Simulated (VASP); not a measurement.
# CoPtO2 (R-3m) in VASP: notebook

Aim: see how the results for CoPtO2 move with the level of theory and the settings. Levels: LDA, PBEsol, PBE. Tasks: single point.

All numbers are computed with VASP 6.6.1; they aren't measurements. Logs are shortened: lines on timing, memory, paths and dates and some standing lists are left out, and cuts for length are marked.

**1. The cell of the first run**

It takes space group R-3m (No. 166, trigonal). Conventional cell: a = 2.862 Å, b = 2.862 Å, c = 18.053 Å, α = 90.00°, β = 90.00°, γ = 120.00°. Pt (site symmetry -3m) has 2 O at 2.03 Å within 2.7 Å. Co (site symmetry -3m) has 6 O at 1.92 Å within 2.5 Å. O (site symmetry 3m) has 3 Co at 1.92 Å and 1 Pt at 2.03 Å and 3 O at 2.57 Å within 2.6 Å.

**2. Single point, LDA, collinear spin, ferromagnetic start (10.67 Å³/atom)**

Input file INCAR:

```
ALGO     = Normal         # electronic algorithm
EDIFF    = 1E-6           # SCF threshold, eV
ENCUT    = 520            # plane-wave cutoff, eV
GGA      = CA             # functional
ISIF     = 2              # what is computed and relaxed
ISMEAR   = -1             # smearing method
ISPIN    = 2              # spin polarisation
LASPH    = True           # aspherical terms in the spheres
LCHARG   = False          # write CHGCAR
LMAXMIX  = 4              # l up to which the mixer works
LORBIT   = 11             # projections on sites
LREAL    = False          # projectors in reciprocal space
LWAVE    = False          # write WAVECAR
MAGMOM   = 0 2 0 0        # initial moments
NBANDS   = 28             # bands
NELM     = 150            # most SCF steps
PREC     = Accurate       # precision mode
SIGMA    = 0.05           # smearing width, eV
```

Input file KPOINTS:

```
k-points
0
Gamma
  11 11 11
```

Input file POSCAR:

```
CoPtO2
1.0
    1.4308545474      0.8261042581      6.0175479291
   -1.4308545474      0.8261042581      6.0175479291
    0.0000000000     -1.6522085162      6.0175479291
Pt Co O
1 1 2
Direct
    0.0000000000      0.0000000000      0.0000000000
    0.5000000000      0.5000000000      0.5000000000
    0.1122440300      0.1122440300      0.1122440300
    0.8877559700      0.8877559700      0.8877559700
```

Potentials or basis: VASP PAW LDA potentials, release 64 (Pt, Co, O).

Started as:

```console
$ cat potpaw_LDA.64/Pt/POTCAR potpaw_LDA.64/Co/POTCAR potpaw_LDA.64/O/POTCAR > POTCAR
$ mpirun -np 1 vasp_std > vasp.out
```

OUTCAR:

```text
EDIFF = 1E-6
   ENCUT = 520
   GGA = CA
   ISIF = 2
   ISMEAR = -1
   ISPIN = 2
   LASPH = True
   LORBIT = 11
   LREAL = False
   NELM = 150
   PREC = Accurate

 ion  position               nearest neighbor table
   1  0.000  0.000  0.000-   3 2.03   4 2.03
   2  0.500  0.500  0.500-   3 1.92   4 1.92   3 1.92   3 1.92   4 1.92   4 1.92
   3  0.112  0.112  0.112-   2 1.92   2 1.92   2 1.92   1 2.03
   4  0.888  0.888  0.888-   2 1.92   2 1.92   2 1.92   1 2.03

  LATTYP: Found a trigonal (rhomboedric) cell.
 ALAT       =     6.2402464743
 COS(alpha) =     0.8948480128

  Lattice vectors:

 A1 = (   1.4308545474,   0.8261042581,   6.0175479291)
 A2 = (  -1.4308545474,   0.8261042581,   6.0175479291)
 A3 = (   0.0000000000,  -1.6522085162,   6.0175479291)

Analysis of symmetry for initial positions (statically):
=====================================================================
 Subroutine PRICEL returns:
 Original cell was already a primitive cell.

 Routine SETGRP: Setting up the symmetry group for a
 trigonal (rhombohedral) supercell.

 Subroutine GETGRP returns: Found 12 space group operations
 (whereof 12 operations were pure point group operations)
 out of a pool of 12 trial point group operations.

The static configuration has the point symmetry D_3d.

Analysis of symmetry for dynamics (positions and initial velocities):
=====================================================================
 Subroutine PRICEL returns:
 Original cell was already a primitive cell.

 Routine SETGRP: Setting up the symmetry group for a
 trigonal (rhombohedral) supercell.

 Subroutine GETGRP returns: Found 12 space group operations
 (whereof 12 operations were pure point group operations)
 out of a pool of 12 trial point group operations.

The dynamic configuration has the point symmetry D_3d.

Analysis of structural, dynamic, and magnetic symmetry:
=====================================================================
 Subroutine PRICEL returns:
 Original cell was already a primitive cell.

 Routine SETGRP: Setting up the symmetry group for a
 trigonal (rhombohedral) supercell.

 Subroutine GETGRP returns: Found 12 space group operations
 (whereof 12 operations were pure point group operations)
 out of a pool of 12 trial point group operations.

The overall configuration has the point symmetry D_3d.

 Subroutine INISYM returns: Found 12 space group operations
 (whereof 12 operations are pure point group operations),
 and found     1 'primitive' translations

[... 128 lines left out ...]
   LRPA    =     F    only Hartree local field effects (RPA)
 spin polarized calculation
  energy-cutoff  :      520.00
  volume of cell :       42.68
 maximum number of plane-waves:      1169
   NGX = 23   NGY = 23   NGZ = 23

 number of electron      30.9999997 magnetization      -0.0000506

 number of electron      30.9999997 magnetization       0.0002297

 Free energy of the ion-electron system (eV)
  ---------------------------------------------------
  ext. energy  EPLUGINS =         0.00000000
  ---------------------------------------------------
  free energy    TOTEN  =       -30.70061545 eV

  energy without entropy =      -30.69381711  energy(sigma->0) =      -30.69721628

 E-fermi :   7.8104     XC(G=0): -12.8869

 val. band max:        7.7746398442   @ k =  -0.3636  -0.3636   0.0909
 cond. band min:       7.8347272172   @ k =   0.4545   0.4545   0.0000
 fundamental gap:      0.0600873730
 Fermi energy:         7.8103715006

 spin component 1

 k-point     1 :       0.0000    0.0000    0.0000
  band No.  band energies     occupation
      1     -13.1006      1.00000
      2     -11.2668      1.00000
      3      -1.4831      1.00000
      4       1.0822      1.00000
      5       1.5864      1.00000
      6       1.5864      1.00000
[... 709 lines left out ...]
     26      25.0005      0.00000
     27      25.5038      0.00000

 [... further k-points ...]

 spin component 2

 k-point     1 :       0.0000    0.0000    0.0000
  band No.  band energies     occupation
      1     -13.1006      1.00000
      2     -11.2668      1.00000
      3      -1.4831      1.00000
      4       1.0821      1.00000
      5       1.5865      1.00000
      6       1.5865      1.00000
[... 709 lines left out ...]
     26      25.0006      0.00000
     27      25.5038      0.00000

 [... further k-points ...]

 [bands above 27 left out]

------------------------ aborting loop because EDIFF is reached ----------------------------------------

  FORCE on cell =-STRESS in cart. coord.  units (eV):
  Direction    XX          YY          ZZ          XY          YZ          ZX
  --------------------------------------------------------------------------------------
  -------------------------------------------------------------------------------------
  Total       -4.8261793     -4.8261793     -6.4198491      0.0000000      0.0000000     -0.0000000
  in kB     -181.1810952   -181.1810951   -241.0095462      0.0000000      0.0000000     -0.0000000
  external PRESSURE =    -201.1239122 kB  Pullay stress =       0.0000000 kB

 VOLUME and BASIS-vectors are now :
 -----------------------------------------------------------------------------
  energy-cutoff  :      520.00
  volume of cell :       42.68
      direct lattice vectors                 reciprocal lattice vectors
     1.430854547  0.826104258  6.017547929     0.349441528  0.201750161  0.055393549
    -1.430854547  0.826104258  6.017547929    -0.349441528  0.201750161  0.055393549
     0.000000000 -1.652208516  6.017547929     0.000000000 -0.403500321  0.055393549

 POSITION                                       TOTAL-FORCE (eV/Angst)
 -----------------------------------------------------------------------------------
      0.00000      0.00000      0.00000        -0.000000     -0.000000      0.000000
      0.00000      0.00000      9.02632         0.000000     -0.000000      0.000000
      0.00000      0.00000      2.02630        -0.000000     -0.000000      0.160016
      0.00000      0.00000     16.02634        -0.000000      0.000000     -0.160016
 -----------------------------------------------------------------------------------
    total drift:                                0.000000      0.000000     -0.000000

  FREE ENERGIE OF THE ION-ELECTRON SYSTEM (eV)
  ---------------------------------------------------
  free  energy   TOTEN  =       -30.7006154479 eV

  energy  without entropy=      -30.6938171110  energy(sigma->0) =      -30.69721628

 total charge

# of ion       s       p       d       tot
------------------------------------------
    1        0.630   0.526   7.980   9.135
    2        0.415   0.624   7.343   8.382
    3        1.544   3.404   0.000   4.948
    4        1.544   3.404   0.000   4.948
--------------------------------------------------
tot          4.134   7.958  15.322  27.414

 magnetization (x)

# of ion       s       p       d       tot
------------------------------------------
    1       -0.000  -0.000  -0.000  -0.000
    2        0.000   0.000   0.000   0.000
    3        0.000  -0.000   0.000  -0.000
    4        0.000  -0.000   0.000  -0.000
--------------------------------------------------
tot         -0.000  -0.000   0.000   0.000
```

OSZICAR:

```text
N       E                     dE             d eps       ncg     rms          rms(c)
DAV:   1     0.231995079090E+03    0.23200E+03   -0.14493E+04 16616   0.121E+03
DAV:   2    -0.166314514850E+02   -0.24863E+03   -0.22154E+03 17024   0.307E+02
DAV:   3    -0.351858705911E+02   -0.18554E+02   -0.17686E+02 18736   0.907E+01
DAV:   4    -0.354799670958E+02   -0.29410E+00   -0.29327E+00 18564   0.114E+01
DAV:   5    -0.354859495433E+02   -0.59824E-02   -0.59818E-02 19656   0.166E+00    0.283E+01
DAV:   6    -0.430123415360E+02   -0.75264E+01   -0.61235E+01 19812   0.968E+01    0.522E+01
DAV:   7    -0.317971363324E+02    0.11215E+02   -0.19798E+01 21460   0.847E+01    0.145E+01
DAV:   8    -0.308540933469E+02    0.94304E+00   -0.36321E+00 23012   0.302E+01    0.752E+00
DAV:   9    -0.307174344128E+02    0.13666E+00   -0.84596E-01 19416   0.835E+00    0.272E+00
DAV:  10    -0.307010864060E+02    0.16348E-01   -0.48260E-02 23196   0.249E+00    0.916E-01
DAV:  11    -0.307003954841E+02    0.69092E-03   -0.98090E-03 21028   0.102E+00    0.259E-01
DAV:  12    -0.307006348127E+02   -0.23933E-03   -0.58143E-04 21648   0.231E-01    0.108E-01
DAV:  13    -0.307006225956E+02    0.12217E-04   -0.75185E-05 24268   0.940E-02    0.500E-02
DAV:  14    -0.307006178795E+02    0.47161E-05   -0.59618E-06 20992   0.267E-02    0.300E-02
DAV:  15    -0.307006152849E+02    0.25946E-05   -0.14100E-06 14608   0.150E-02    0.164E-02
DAV:  16    -0.307006154479E+02   -0.16301E-06   -0.64963E-07  9352   0.845E-03
   1 F= -.30700615E+02 E0= -.30697216E+02  d E =-.679834E-02  mag=     0.0001
```

stdout:

```text
POSCAR found type information on POSCAR PtCoO
 POSCAR found :  3 types and       4 ions
 scaLAPACK will be used
 LDA part: xc-table for (Slater(with rela. corr.)+CA(PZ))
 , standard interpolation
 POSCAR, INCAR and KPOINTS ok, starting setup
 FFT: planning ... GRIDC
 FFT: planning ... GRID_SOFT
 FFT: planning ... GRID
 WAVECAR not read
 entering main loop
```

Wall time 26 min (1 thread of Intel Xeon Platinum 8259CL at 2.50GHz (Skylake/Cascade Lake), shared host); peak memory 0.47 GiB.

What came out:

| Property | Result |
| --- | --- |
| Free energy | -30.7006 eV |
| Pressure | -20.1 GPa |
| Largest force | 0.160 eV/Å |
| Net moment | 0.00 μB per cell |
| Valence electrons inside the program's atomic spheres | Pt 9.13; Co 8.38; O 4.95 |

Forces on the atoms (eV/Å):
```
Pt   0.000  0.000  0.000
Co   0.000  0.000  0.000
O    0.000  0.000  0.160
O    0.000  0.000 -0.160
```

Stress tensor (GPa, compression positive):
```
-18.12   0.00   0.00
  0.00 -18.12   0.00
  0.00   0.00 -24.10
```

Levels at points of the mesh, in eV from the Fermi level:
Spin up:
```
           k point  band 13  band 14  band 15  band 16  band 17  band 18  band 19  band 20
(0.00, 0.00, 0.00)    -1.72    -1.51    -1.51    -1.32     1.75     1.75     2.56     5.45
```
Spin down:
```csv
k point,band 14,band 15,band 16,band 17,band 18,band 19
"(0.00, 0.00, 0.00)",-1.51,-1.51,-1.32,1.75,1.75,2.56
```

Caveat: the stress differs along the axes, from -24 to -18 GPa; the moments typed at the start vanished in this run; spin-orbit coupling is left out, which moves the levels of the heavy elements; semilocal functionals often make such compounds metallic where correlation or magnetic order opens a gap, which also shifts bond lengths.

**3. Single point, PBEsol, collinear spin, ferromagnetic start (10.67 Å³/atom)**

Input file INCAR:

```
SYSTEM = CoPtO2
PREC     = Accurate       ! precision mode
ENCUT    = 520            ! plane-wave cutoff, eV
EDIFF    = 1E-7           ! SCF threshold, eV
ISMEAR   = -1             ! smearing method
SIGMA    = 0.05           ! smearing width, eV
LREAL    = .False.        ! projectors in reciprocal space
LASPH    = .True.         ! aspherical terms in the spheres
NELM     = 150            ! most SCF steps
ALGO     = Normal         ! electronic algorithm
ISIF     = 2              ! what is computed and relaxed
LWAVE    = .False.        ! write WAVECAR
LCHARG   = .False.        ! write CHGCAR
ISPIN    = 2              ! spin polarisation
MAGMOM   = 0 2 0 0        ! initial moments
LORBIT   = 11             ! projections on sites
LMAXMIX  = 4              ! l up to which the mixer works
GGA      = PS             ! functional
NBANDS   = 28             ! bands
```

Input file KPOINTS:

```
regular mesh
0
Gamma
  11 11 11
  0 0 0
```

POSCAR is that of step 2.

Potentials or basis: VASP PAW PBE potentials, release 64 (Pt, Co, O).

Started as:

```console
$ cat potpaw_PBE.64/Pt/POTCAR potpaw_PBE.64/Co/POTCAR potpaw_PBE.64/O/POTCAR > POTCAR
$ mpirun -np 1 vasp_std > vasp.out
```

Run time: 26 min. Hardware: 1 thread of Intel Xeon Platinum 8259CL at 2.50GHz (Skylake/Cascade Lake), shared host; peak memory 0.6 GiB.

The run converged. Its results:

```yaml
Free_energy: -28.6646 eV
Pressure: -13.7 GPa
Largest_force: 0.064 eV/Å
Net_moment: 0.00 μB per cell
Valence_electrons_inside_the_program's_atomic_spheres: Pt 9.12; Co 8.37; O 4.96
```

Forces on the atoms (eV/Å):
```
Pt   0.000  0.000  0.000
Co   0.000  0.000  0.000
O    0.000  0.000  0.064
O    0.000  0.000 -0.064
```

Stress tensor (GPa, compression positive):
```
-12.16   0.00   0.00
  0.00 -12.16   0.00
  0.00   0.00 -16.71
```

Levels at points of the mesh, in eV from the Fermi level:
Spin up:
| k point | band 14 | band 15 | band 16 | band 17 | band 18 | band 19 |
| --- | --- | --- | --- | --- | --- | --- |
| (0.00, 0.00, 0.00) | -1.52 | -1.52 | -1.39 | 1.77 | 1.77 | 2.51 |
Spin down:
```
           k point  band 13  band 14  band 15  band 16  band 17  band 18  band 19  band 20
(0.00, 0.00, 0.00)    -1.77    -1.52    -1.52    -1.39     1.77     1.77     2.51     5.43
```

Caveat: the cell stands under tension; the moments typed at the start vanished in this run; the PAW data sets were made with another functional, which shifts forces and pressure a little; spin-orbit coupling is left out, which moves the levels of the heavy elements; semilocal functionals often make such compounds metallic where correlation or magnetic order opens a gap, which also shifts bond lengths.

**4. Single point, LDA, collinear spin, ferromagnetic start (10.87 Å³/atom)**

This run uses another cell than the first one, of 10.87 Å³/atom.

Input file INCAR:

```
PREC     = Accurate       # precision mode
ENCUT    = 520            # plane-wave cutoff, eV
EDIFF    = 1E-7           # SCF threshold, eV
ISMEAR   = -1             # smearing method
SIGMA    = 0.05           # smearing width, eV
LREAL    = False          # projectors in reciprocal space
LASPH    = True           # aspherical terms in the spheres
NELM     = 150            # most SCF steps
ALGO     = Normal         # electronic algorithm
ISIF     = 2              # what is computed and relaxed
LWAVE    = False          # write WAVECAR
LCHARG   = False          # write CHGCAR
ISPIN    = 2              # spin polarisation
MAGMOM   = 0 2 0 0        # initial moments
LORBIT   = 11             # projections on sites
LMAXMIX  = 4              # l up to which the mixer works
GGA      = CA             # functional
NBANDS   = 28             # bands
```

Input file KPOINTS:

```
Automatic mesh
0
Gamma
  11 11 11
```

Input file POSCAR:

```
CoPtO2
1.0
    1.4399685164      0.8313662105      6.0558772933
   -1.4399685164      0.8313662105      6.0558772933
    0.0000000000     -1.6627324211      6.0558772933
Pt Co O
1 1 2
Direct
    0.0000000000      0.0000000000      0.0000000000
    0.5000000000      0.5000000000      0.5000000000
    0.1122440300      0.1122440300      0.1122440300
    0.8877559700      0.8877559700      0.8877559700
```

Potentials or basis: VASP PAW LDA potentials, release 64 (Pt, Co, O).

Started as:

```console
$ cat potpaw_LDA.64/Pt/POTCAR potpaw_LDA.64/Co/POTCAR potpaw_LDA.64/O/POTCAR > POTCAR
$ mpirun -np 1 vasp_std > vasp.out
```

OUTCAR:

```text
PREC = Accurate
   ENCUT = 520
   EDIFF = 1E-7
   ISMEAR = -1
   LREAL = False
   LASPH = True
   NELM = 150
   ISIF = 2
   ISPIN = 2
   LORBIT = 11
   GGA = CA

 ion  position               nearest neighbor table
   1  0.000  0.000  0.000-   3 2.04   4 2.04
   2  0.500  0.500  0.500-   3 1.93   4 1.93   3 1.93   3 1.93   4 1.93   4 1.93
   3  0.112  0.112  0.112-   2 1.93   2 1.93   2 1.93   1 2.04
   4  0.888  0.888  0.888-   2 1.93   2 1.93   2 1.93   1 2.04

  LATTYP: Found a trigonal (rhomboedric) cell.
 ALAT       =     6.2799943388
 COS(alpha) =     0.8948480128

  Lattice vectors:
[... 1669 lines left out ...]
      direct lattice vectors                 reciprocal lattice vectors
     1.439968516  0.831366211  6.055877293     0.347229814  0.200473227  0.055042947
    -1.439968516  0.831366211  6.055877293    -0.347229814  0.200473227  0.055042947
     0.000000000 -1.662732421  6.055877293     0.000000000 -0.400946453  0.055042947

 POSITION                                       TOTAL-FORCE (eV/Angst)
 -----------------------------------------------------------------------------------
      0.00000      0.00000      0.00000         0.000000      0.000000      0.000000
      0.00000     -0.00000      9.08382         0.000000      0.000000      0.000000
      0.00000     -0.00000      2.03921         0.000000     -0.000000      0.192544
      0.00000     -0.00000     16.12842         0.000000      0.000000     -0.192544
 -----------------------------------------------------------------------------------
    total drift:                                0.000000      0.000000     -0.000000

  FREE ENERGIE OF THE ION-ELECTRON SYSTEM (eV)
  ---------------------------------------------------
  free  energy   TOTEN  =       -30.5894660576 eV

  energy  without entropy=      -30.5821550427  energy(sigma->0) =      -30.58581055

 total charge

# of ion       s       p       d       tot
------------------------------------------
    1        0.620   0.505   7.966   9.091
    2        0.406   0.601   7.322   8.328
    3        1.544   3.391   0.000   4.936
    4        1.544   3.391   0.000   4.936
--------------------------------------------------
tot          4.115   7.888  15.288  27.291

 magnetization (x)

# of ion       s       p       d       tot
------------------------------------------
    1        0.000   0.000   0.000   0.000
    2       -0.000  -0.000   0.000   0.000
    3        0.000  -0.000   0.000  -0.000
    4        0.000  -0.000   0.000  -0.000
--------------------------------------------------
tot          0.000  -0.000   0.000   0.000
```

stdout:

```text
POSCAR found type information on POSCAR PtCoO
 POSCAR found :  3 types and       4 ions
 scaLAPACK will be used
 LDA part: xc-table for (Slater(with rela. corr.)+CA(PZ))
 , standard interpolation
 POSCAR, INCAR and KPOINTS ok, starting setup
 FFT: planning ... GRIDC
 FFT: planning ... GRID_SOFT
 FFT: planning ... GRID
 WAVECAR not read
 entering main loop
```

Run time: 37 min. Hardware: 1 thread of Oxide Virtual Turin-like, shared host; peak memory 0.45 GiB.

Results:

```yaml
Free_energy: -30.5895 eV
Pressure: -23.7 GPa
Largest_force: 0.193 eV/Å
Net_moment: 0.00 μB per cell
Valence_electrons_inside_the_program's_atomic_spheres: Pt 9.09; Co 8.33; O 4.94
```

Forces in eV/Å, atoms in the order of the input:
```
Pt   0.000  0.000  0.000
Co   0.000  0.000  0.000
O    0.000  0.000  0.193
O    0.000  0.000 -0.193
```

Caveat: the stress differs along the axes, from -28 to -21 GPa; the moments typed at the start vanished in this run; spin-orbit coupling is left out, which moves the levels of the heavy elements; semilocal functionals often make such compounds metallic where correlation or magnetic order opens a gap, which also shifts bond lengths. With open d or f shells a metallic result of LDA can be an artefact of self-interaction; +U or a hybrid may open a gap.

[end of part 1 of 2]
